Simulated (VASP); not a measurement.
A run of VASP 6.6.1 is set up as follows.

Contents of INCAR:

```
SYSTEM = Hf
PREC = Accurate ; ENCUT = 520
EDIFF = 1E-7 ; ISMEAR = 1
SIGMA = 0.1 ; LREAL = .FALSE.
LASPH = .TRUE. ; NELM = 80
ALGO = Normal ; ISIF = 2
LWAVE = .FALSE. ; LCHARG = .TRUE.
GGA = PS ; LELF = .TRUE.
LVHAR = .TRUE. ; NBANDS = 11
```

File KPOINTS:

```
Automatic mesh
0
G
  12 12 12
  0 0 0
```

Contents of POSCAR:

```
Hf
1.0
    0.0000000000      2.2138976672      2.2138976672
    2.2138976672      0.0000000000      2.2138976672
    2.2138976672      2.2138976672      0.0000000000
Hf
1
Direct
    0.0000000000      0.0000000000      0.0000000000
```

Potentials or basis: VASP PAW PBE potentials, release 64 (Hf_pv).

Command:

```console
$ cat potpaw_PBE.64/Hf_pv/POTCAR > POTCAR
$ mpirun -np 1 vasp_std > vasp.out
```

Q: Estimate the pressure.

A: -1.3 GPa.

Q: Estimate the band gap on the k mesh.

A: Zero (band 5 reaches 6.19 eV, above the bottom of band 6 at 4.39 eV).

Caveat: the PAW data sets were made with another functional, which shifts forces and pressure a little; spin-orbit coupling is left out, which moves the levels of the heavy elements.
